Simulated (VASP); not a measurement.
A run of VASP 6.6.1 is set up as follows.

INCAR

```
ALGO     = Fast           # electronic algorithm
EDIFF    = 1E-7           # SCF threshold, eV
EDIFFG   = -0.01          # ionic threshold
ENCUT    = 520            # plane-wave cutoff, eV
GGA      = PS             # functional
IBRION   = 2              # ionic algorithm
ISIF     = 2              # what is computed and relaxed
ISMEAR   = 0              # smearing method
LASPH    = True           # aspherical terms in the spheres
LCHARG   = False          # write CHGCAR
LREAL    = False          # projectors in reciprocal space
LWAVE    = False          # write WAVECAR
NELM     = 80             # most SCF steps
NSW      = 50             # ionic steps
PREC     = Accurate       # precision mode
SIGMA    = 0.1            # smearing width, eV
```

File KPOINTS:

```
k-points
0
Gamma
  8 8 8
```

POSCAR

```
CoSi
1.0
    4.5274004754      0.0000000000      0.0000000000
    0.0000000000      4.5274004754      0.0000000000
    0.0000000000      0.0000000000      4.5274004754
Co Si
4 4
Direct
    0.1429957551      0.1429957551      0.1429957551
    0.3570042449      0.8570042449      0.6429957551
    0.6429957551      0.3570042449      0.8570042449
    0.8570042449      0.6429957551      0.3570042449
    0.8424401126      0.8424401126      0.8424401126
    0.6575598874      0.1575598874      0.3424401126
    0.3424401126      0.6575598874      0.1575598874
    0.1575598874      0.3424401126      0.6575598874
```

Potentials or basis: VASP PAW PBE potentials, release 64 (Co, Si).

Run with:

```bash
$ cat potpaw_PBE.64/Co/POTCAR potpaw_PBE.64/Si/POTCAR > POTCAR
$ mpirun -np 1 vasp_std > vasp.out
```

Estimate the band gap on the k mesh.

zero (bands 26 and 27 overlap by 0.19 eV).

Estimate the energy gained by relaxing.

0.5 meV/atom.

Final structure:
```xyz
8
Lattice="4.5274 0.0000 0.0000 0.0000 4.5274 0.0000 0.0000 0.0000 4.5274" Properties=species:S:1:pos:R:3 pbc="T T T"
Co    0.6368    0.6368    0.6368
Co    1.6269    3.8906    2.9005
Co    2.9005    1.6269    3.8906
Co    3.8906    2.9005    1.6269
Si    3.8102    3.8102    3.8102
Si    2.9809    0.7172    1.5465
Si    1.5465    2.9809    0.7172
Si    0.7172    1.5465    2.9809
```

Caveat: the run has no spin polarisation, though such a crystal can be magnetic. Spin polarisation is off, so any magnetic state and its effect on volume and gap are missing.
